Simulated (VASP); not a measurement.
A run of VASP 6.6.1:

File INCAR:

```
SYSTEM = C
  ALGO = Normal
  EDIFF = 1E-6
  ENCUT = 520
  GGA = PE
  ISIF = 2
  ISMEAR = -1
  LASPH = .TRUE.
  LCHARG = .FALSE.
  LREAL = .FALSE.
  LWAVE = .FALSE.
  NBANDS = 8
  NELM = 60
  PREC = Accurate
  SIGMA = 0.1
```

The input KPOINTS:

```
k-points
0
G
  20 20 20
  0 0 0
```

Contents of POSCAR:

```
C
1.0
    0.0000000000      1.5812816760      1.5812816760
    1.5812816760      0.0000000000      1.5812816760
    1.5812816760      1.5812816760      0.0000000000
C
1
Direct
    0.0000000000      0.0000000000      0.0000000000
```

Potentials or basis: VASP PAW PBE potentials, release 64 (C).

Run with:

```console
$ cat potpaw_PBE.64/C/POTCAR > POTCAR
$ mpirun -np 1 vasp_std > vasp.out
```

Hardware: 1 thread of Intel(R) Xeon(R) Platinum 8259CL CPU @ 2.50GHz (Skylake/Cascade Lake), with other jobs on the host.

Problem. How long does it take, and how much memory?

Solution. It took 10 s on 1 thread of Intel(R) Xeon(R) Platinum 8259CL CPU @ 2.50GHz (Skylake/Cascade Lake), with other jobs on the host, peak memory 0.12 GiB. Counts: scf iterations 9, k points 256.
